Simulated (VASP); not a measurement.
Runs of VASP 6.6.1 on Mn. The structure is that of space group P6_3/mmc (No. 194), or close to it. The cells are those of the table. This isn't the form of Mn at room conditions, which is a 58-atom cubic cell.

| spin | cell | k mesh | smearing | gap on the mesh (eV) | pressure (GPa) | moment (μB) |
| --- | --- | --- | --- | --- | --- | --- |
| off | a = 2.554, b = 2.554, c = 8.264 Å, angles 90.0, 90.0, 120.0°, 4 atoms | 16 × 16 × 5 | fermi-dirac 0.1 eV | none | -26.9 | - |
| off | a = 2.392, b = 2.392, c = 7.740 Å, angles 90.0, 90.0, 120.0°, 4 atoms | 16 × 16 × 5 | fermi-dirac 0.1 eV | none | 31.1 | - |
| off | a = 2.460, b = 2.460, c = 7.958 Å, angles 90.0, 90.0, 120.0°, 4 atoms | 14 × 14 × 4 | fermi-dirac 0.1 eV | none | 0.3 | - |
| off | a = 2.357, b = 2.357, c = 7.626 Å, angles 90.0, 90.0, 120.0°, 4 atoms | 16 × 16 × 5 | fermi-dirac 0.1 eV | none | (c) | - |
| off | a = 2.460, b = 2.460, c = 7.958 Å, angles 90.0, 90.0, 120.0°, 4 atoms | 19 × 19 × 6 | fermi-dirac 0.1 eV | none | 0.3 | - |
| collinear, antiferromagnetic start | a = 2.826, b = 2.826, c = 8.525 Å, angles 90.0, 90.0, 120.0°, 4 atoms | 17 × 17 × 5 | fermi-dirac 0.05 eV | none | 0.4 | (a) |
| collinear, antiferromagnetic start | a = 2.900, b = 2.900, c = 8.747 Å, angles 90.0, 90.0, 120.0°, 4 atoms | 14 × 14 × 4 | fermi-dirac 0.05 eV | none | -4.5 | 0.06 |
| collinear, antiferromagnetic start | a = 2.826, b = 2.826, c = 8.525 Å, angles 90.0, 90.0, 120.0°, 4 atoms | 14 × 14 × 4 | fermi-dirac 0.05 eV | none | 0.4 | (b) |
| off | a = 2.492, b = 2.492, c = 8.063 Å, angles 90.0, 90.0, 120.0°, 4 atoms | 16 × 16 × 5 | fermi-dirac 0.1 eV | none | -10.7 | - |
| off | a = 2.524, b = 2.524, c = 8.165 Å, angles 90.0, 90.0, 120.0°, 4 atoms | 16 × 16 × 5 | fermi-dirac 0.1 eV | none | -19.7 | - |
| off | a = 2.426, b = 2.426, c = 7.850 Å, angles 90.0, 90.0, 120.0°, 4 atoms | 16 × 16 × 5 | fermi-dirac 0.1 eV | none | 14.0 | - |
| off | a = 2.460, b = 2.460, c = 7.958 Å, angles 90.0, 90.0, 120.0°, 4 atoms | 16 × 16 × 5 | fermi-dirac 0.1 eV | none | 0.3 | - |

Alike in all rows: task single point; level r2SCAN; potentials or basis VASP PAW PBE potentials, release 64 (Mn_pv); cutoff (eV) 520.

Question: Estimate the missing entries.

Answer: (a) 0.03; (b) 0.04; (c) 52.3.

Caveats: the PAW data sets were made with another functional, which shifts forces and pressure a little; the cell stands under tension (at least some runs); the cell stands under pressure (at least some runs).

A gap of «none» marks levels without a gap at the run's occupations.
